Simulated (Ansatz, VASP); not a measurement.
# One calculation of Se, two programs

```
CELL_PARAMETERS angstrom
4.31523 0.00000 0.00000
-2.15762 3.73710 0.00000
0.00000 0.00000 9.44821
ATOMIC_POSITIONS crystal
Se 0.33333 0.66667 0.46684
Se 0.66667 0.33333 0.96684
Se 0.66667 0.33333 0.53316
Se 0.33333 0.66667 0.03316
```

Alike in both runs: functional r2SCAN; k mesh 12 × 12 × 6; occupations gaussian, width 0.1 eV; no spin polarisation.

Ansatz relaxed the structure, and its values are those at the end. VASP's run is a single point on that final structure, the one shown.

|  | VASP | Ansatz |
| --- | --- | --- |
| version | VASP 6.6.1 | Ansatz 0.2.0 |
| potentials or method | VASP PAW PBE potentials, release 64 (Se), cutoff 520 eV | scalar-relativistic, plane waves, PAW |
| valence electrons in the cell | 24 | 64 |

```tsv
	VASP	Ansatz	Ansatz less VASP
gap on the k mesh at the Fermi level (eV)	none	none	-
pressure (GPa)	0.0	0.0	+0.03
```

VASP's potentials were made for PBE, not for r2SCAN. A gap of «none» marks a metal or a gap that the smearing closes. VASP's potentials hold 24 valence electrons a cell and Ansatz's 64, so a difference there can come from the potentials and not from the codes.
